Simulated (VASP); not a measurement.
# Cs (Im-3m) in VASP: a series of runs, part 2 of 2

VASP 6.6.1.

**4. Single point, LDA**

This run uses another cell than the first one, of 110.72 Å³/atom, 1.113 times its volume.

Contents of INCAR:

```
  PREC = Accurate
  ENCUT = 520
  EDIFF = 1E-6
  ISMEAR = 0
  SIGMA = 0.05
  LREAL = False
  LASPH = True
  NELM = 80
  ALGO = Normal
  ISIF = 2
  LWAVE = False
  LCHARG = False
  NBANDS = 10
```

Contents of KPOINTS:

```
Automatic mesh
0
Gamma
  10 10 10
```

Contents of POSCAR:

```
Cs
1.0
   -3.0250000000      3.0250000000      3.0250000000
    3.0250000000     -3.0250000000      3.0250000000
    3.0250000000      3.0250000000     -3.0250000000
Cs
1
Direct
    0.0000000000      0.0000000000      0.0000000000
```

Potentials or basis: VASP PAW LDA potentials, release 64 (Cs_sv).

Launch:

```sh
> cat potpaw_LDA.64/Cs_sv/POTCAR > POTCAR
> mpirun -np 1 vasp_std > vasp.out
```

OUTCAR:

```text
PREC = Accurate
   ENCUT = 520
   EDIFF = 1E-6
   ISMEAR = 0
   LREAL = False
   LASPH = True
   NELM = 80
   ISIF = 2

 ion  position               nearest neighbor table
   1  0.000  0.000  0.000-

  LATTYP: Found a body centered cubic cell.
 ALAT       =     6.0500000000

  Lattice vectors:

 A1 = (  -3.0250000000,   3.0250000000,   3.0250000000)
 A2 = (   3.0250000000,  -3.0250000000,   3.0250000000)
 A3 = (   3.0250000000,   3.0250000000,  -3.0250000000)

Analysis of symmetry for initial positions (statically):
=====================================================================
 Subroutine PRICEL returns:
 Original cell was already a primitive cell.

 Routine SETGRP: Setting up the symmetry group for a
 body centered cubic supercell.

 Subroutine GETGRP returns: Found 48 space group operations
 (whereof 48 operations were pure point group operations)
 out of a pool of 48 trial point group operations.

The static configuration has the point symmetry O_h .

Analysis of symmetry for dynamics (positions and initial velocities):
=====================================================================
 Subroutine PRICEL returns:
 Original cell was already a primitive cell.

 Routine SETGRP: Setting up the symmetry group for a
 body centered cubic supercell.

 Subroutine GETGRP returns: Found 48 space group operations
 (whereof 48 operations were pure point group operations)
 out of a pool of 48 trial point group operations.

The dynamic configuration has the point symmetry O_h .

 Subroutine INISYM returns: Found 48 space group operations
 (whereof 48 operations are pure point group operations),
 and found     1 'primitive' translations

----------------------------------------------------------------------------------------

                                     Primitive cell

  volume of cell :     110.7226

  direct lattice vectors                    reciprocal lattice vectors
[... 104 lines left out ...]
     AMIX     =   0.40;   BMIX     =  1.00
     AMIX_MAG =   1.60;   BMIX_MAG =  1.00
  volume/ion in A,a.u.               =     110.72       747.19
  Fermi-wavevector in a.u.,A,eV,Ry     =   0.709159  1.340116  6.842458  0.502907
  Thomas-Fermi vector in A             =   1.795667
   LORBIT       =      0    0 simple, 1 ext, 2 COOP (PROOUT), +10 PAW based schemes
   GGA     = CA    functional components
   LHFCALC =     F    Hartree Fock is set to
   AEXX    =    0.0000 exact exchange contribution
   IVDW    =     0    specifies the selected vdW correction
   LEPSILON=     F    determine dielectric tensor
   LRPA    =     F    only Hartree local field effects (RPA)
 non-spin polarized calculation
 Gauss-broadening in eV      SIGMA  =   0.05
  energy-cutoff  :      520.00
  volume of cell :      110.72
 maximum number of plane-waves:      3043
   NGX = 19   NGY = 19   NGZ = 19

 number of electron       8.9999998 magnetization

 Free energy of the ion-electron system (eV)
  ---------------------------------------------------
  ext. energy  EPLUGINS =         0.00000000
  ---------------------------------------------------
  free energy    TOTEN  =        -0.97528462 eV

  energy without entropy =       -0.97202678  energy(sigma->0) =       -0.97365570

 E-fermi :   0.3902     XC(G=0):  -5.6416

 val. band max:        0.3792211138   @ k =   0.5000   0.0000   0.0000
 cond. band min:       0.3908613628   @ k =   0.4000   0.1000   0.0000
 fundamental gap:      0.0116402491
 Fermi energy:         0.3902473839

 k-point     1 :       0.0000    0.0000    0.0000
  band No.  band energies     occupation
      1     -23.4211      2.00000
      2     -10.1499      2.00000
      3     -10.1499      2.00000
      4     -10.1499      2.00000
      5      -1.3428      2.00000
      6       2.8212      0.00000
      7       2.8212      0.00000
      8       2.8212      0.00000
      9       3.7449      0.00000
     10       3.7449      0.00000
[... 287 lines left out ...]
 k-point    24 :      -0.3000    0.3000    0.1000
  band No.  band energies     occupation
      1     -23.4150      2.00000
      2     -10.2544      2.00000
      3     -10.1906      2.00000
      4     -10.1622      2.00000
      5      -0.3093      2.00000
      6       1.8907      0.00000
      7       2.2899      0.00000
      8       3.1307      0.00000
      9       3.7934      0.00000
     10       4.0840      0.00000

 [... further k-points ...]
[... 5 lines left out ...]
  --------------------------------------------------------------------------------------
  -------------------------------------------------------------------------------------
  Total       -0.2037217     -0.2037217     -0.2037217      0.0000000     -0.0000000     -0.0000000
  in kB       -2.9478925     -2.9478925     -2.9478925      0.0000000     -0.0000000     -0.0000000
  external PRESSURE =      -2.9478925 kB  Pullay stress =       0.0000000 kB

 VOLUME and BASIS-vectors are now :
 -----------------------------------------------------------------------------
  energy-cutoff  :      520.00
  volume of cell :      110.72
      direct lattice vectors                 reciprocal lattice vectors
    -3.025000000  3.025000000  3.025000000     0.000000000  0.165289256  0.165289256
     3.025000000 -3.025000000  3.025000000     0.165289256  0.000000000  0.165289256
     3.025000000  3.025000000 -3.025000000     0.165289256  0.165289256  0.000000000

 POSITION                                       TOTAL-FORCE (eV/Angst)
 -----------------------------------------------------------------------------------
      0.00000      0.00000      0.00000        -0.000000     -0.000000      0.000000
 -----------------------------------------------------------------------------------
    total drift:                               -0.000000     -0.000000     -0.000000

  FREE ENERGIE OF THE ION-ELECTRON SYSTEM (eV)
  ---------------------------------------------------
  free  energy   TOTEN  =        -0.9752846178 eV

  energy  without entropy=       -0.9720267752  energy(sigma->0) =       -0.97365570
```

OSZICAR:

```text
N       E                     dE             d eps       ncg     rms          rms(c)
DAV:   1     0.513440678175E+02    0.51344E+02   -0.29730E+03   940   0.626E+02
DAV:   2     0.426238149591E+01   -0.47082E+02   -0.46120E+02  1174   0.108E+02
DAV:   3    -0.897406482049E+00   -0.51598E+01   -0.51529E+01  1084   0.407E+01
DAV:   4    -0.975705921732E+00   -0.78299E-01   -0.78286E-01  1212   0.607E+00
DAV:   5    -0.976064562057E+00   -0.35864E-03   -0.35864E-03  1258   0.374E-01    0.128E-01
DAV:   6    -0.975346783518E+00    0.71778E-03   -0.14420E-03  1220   0.171E-01    0.814E-02
DAV:   7    -0.975246511395E+00    0.10027E-03   -0.23201E-03  1184   0.216E-01    0.352E-02
DAV:   8    -0.975283843337E+00   -0.37332E-04   -0.63333E-05  1072   0.505E-02    0.395E-03
DAV:   9    -0.975284617811E+00   -0.77447E-06   -0.21584E-06  1272   0.733E-03
   1 F= -.97528462E+00 E0= -.97365570E+00  d E =-.325784E-02
```

Run time: 24 s. Hardware: 1 thread of Intel Xeon 6975P-C, shared host; peak memory 0.21 GiB.

What came out:

- Free energy: -0.9753 eV
- Pressure: -0.3 GPa

Caveat: spin-orbit coupling is left out, which moves the levels of the heavy elements.

**5. Single point, LDA**

This run uses another cell than the first one, of 110.51 Å³/atom, 1.111 times its volume.

Contents of INCAR:

```
PREC = Accurate ; ENCUT = 520
EDIFF = 1E-7 ; ISMEAR = 0
SIGMA = 0.05 ; LREAL = F
LASPH = T ; NELM = 80
ALGO = Normal ; ISIF = 2
LWAVE = F ; LCHARG = F
NBANDS = 10
```

Contents of KPOINTS:

```
regular mesh
0
Gamma
  10 10 10
```

Contents of POSCAR:

```
Cs
1.0
   -3.0231035336      3.0231035336      3.0231035336
    3.0231035336     -3.0231035336      3.0231035336
    3.0231035336      3.0231035336     -3.0231035336
Cs
1
Direct
    0.0000000000      0.0000000000      0.0000000000
```

Launch:

```sh
> cat potpaw_LDA.64/Cs_sv/POTCAR > POTCAR
> mpirun -np 1 vasp_std > vasp.out
```

Wall time 29 s (1 thread of Intel Xeon 6975P-C, shared host); peak memory 0.21 GiB.

Results (log left out):

* Free energy: -0.9757 eV
* Pressure: -0.3 GPa

Levels at points of the mesh, in eV from the Fermi level:
```csv
k point,band 2,band 3,band 4,band 5,band 6,band 7
"(0.00, 0.00, 0.00)",-10.54,-10.54,-10.54,-1.73,2.43,2.43
"(0.50, 0.00, 0.00)",-10.70,-10.59,-10.54,-0.01,0.97,1.59
"(0.50, 0.50, 0.50)",-10.65,-10.65,-10.65,0.63,0.63,3.11
```

Caveat: spin-orbit coupling is left out, which moves the levels of the heavy elements.

**6. Overview**

| cell | gap on the mesh (eV) | pressure (GPa) |
| --- | --- | --- |
| a = 5.055 Å, angles 109.5°, 1 atom | none | -0.1 |
| a = 5.239 Å, angles 109.5°, 1 atom | none | -0.3 |
| a = 5.236 Å, angles 109.5°, 1 atom | none | -0.3 |

Alike in all rows: task single point; level LDA; potentials or basis VASP PAW LDA potentials, release 64 (Cs_sv); no spin polarisation; k mesh 10 × 10 × 10; cutoff (eV) 520; smearing gaussian 0.05 eV.

Caveats: spin-orbit coupling is left out, which moves the levels of the heavy elements.

Absolute energies hang on the potentials; compare differences alone.
